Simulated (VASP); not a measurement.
Input of a VASP 6.6.1 run:

File POSCAR:

```
SnSe
1.0
    3.6625389737      0.0000000000      0.0000000000
    0.0000000000      3.6625389737      0.0000000000
    0.0000000000      0.0000000000      3.6625389737
Sn Se
1 1
Direct
    0.5000000000      0.5000000000      0.5000000000
    0.0000000000      0.0000000000      0.0000000000
```

File INCAR.step1:

```
SYSTEM = SnSe
PREC = Accurate ; ENCUT = 520
ISMEAR = 0 ; SIGMA = 0.1
LREAL = .False. ; LASPH = .True.
NELM = 100 ; NBANDS = 17
GGA = PE ; ALGO = Normal
EDIFF = 1E-4 ; LWAVE = .True.
LCHARG = .False.
```

The input INCAR.step2:

```
SYSTEM = SnSe
PREC = Accurate ; ENCUT = 520
EDIFF = 1E-6 ; ISMEAR = 0
SIGMA = 0.1 ; LREAL = .False.
LASPH = .True. ; NELM = 100
ALGO = Normal ; ISIF = 2
LWAVE = .False. ; LCHARG = .True.
METAGGA = R2SCAN ; LMIXTAU = .True.
LELF = .True. ; LVHAR = .True.
NBANDS = 17 ; ISTART = 1
```

KPOINTS

```
regular mesh
0
Gamma
  12 12 12
  0 0 0
```

Potentials or basis: VASP PAW PBE potentials, release 64 (Sn_d, Se).

Command:

```bash
$ cat potpaw_PBE.64/Sn_d/POTCAR potpaw_PBE.64/Se/POTCAR > POTCAR
$ cp INCAR.step1 INCAR
$ mpirun -np 1 vasp_std > vasp.out
$ cp INCAR.step2 INCAR
$ mpirun -np 1 vasp_std > vasp.out
```

Q: Estimate the band gap on the k mesh.

A: Zero (band 10 reaches 6.57 eV, above the bottom of band 11 at 5.24 eV).

Q: Predict the pressure.

A: 0.1 GPa.

Caveat: the PAW data sets were made with another functional, which shifts forces and pressure a little; spin-orbit coupling is left out, which moves the levels of the heavy elements.
